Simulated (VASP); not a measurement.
AlN:

```xyz
2
Lattice="0.0000 2.1840 2.1840 2.1840 0.0000 2.1840 2.1840 2.1840 0.0000" Properties=species:S:1:pos:R:3 pbc="T T T"
Al    0.0000    0.0000    0.0000
N     3.2760    3.2760    3.2760
```

| Quantity | Value |
| --- | --- |
| Program | VASP 6.6.1 |
| Task | relaxation of cell and atoms |
| Functional | PBE |
| Potentials or basis | VASP PAW PBE potentials, release 64 (Al, N) |
| Cutoff | 600 eV |
| k mesh | 7 × 7 × 7 |
| Occupations | gaussian, width 0.01 eV |
| Spin | no spin polarisation |

At the start: pressure 4.5 GPa; volume 10.42 Å³/atom.

Task: How do energy, volume and symmetry change on relaxing?

Result: Over 3 steps the energy falls by 3.2 meV/atom and the volume is 10.65 Å³/atom (+2.2 %); space group F-43m (No. 216, to 0.05 Å).

The path:
```csv
step,energy change (eV),largest force (eV/Å),pressure (GPa),volume (Å³)
1,0.0000,0.0000,4.47,20.83
2,-0.0014,0.0000,-3.69,21.72
3,-0.0064,0.0000,0.00,21.30
```

Final structure:
```
Al N
1.0
     0.00000    2.20019    2.20019
     2.20019    0.00000    2.20019
     2.20019    2.20019    0.00000
Al N
1 1
Direct
  0.00000 0.00000 0.00000
  0.75000 0.75000 0.75000
```
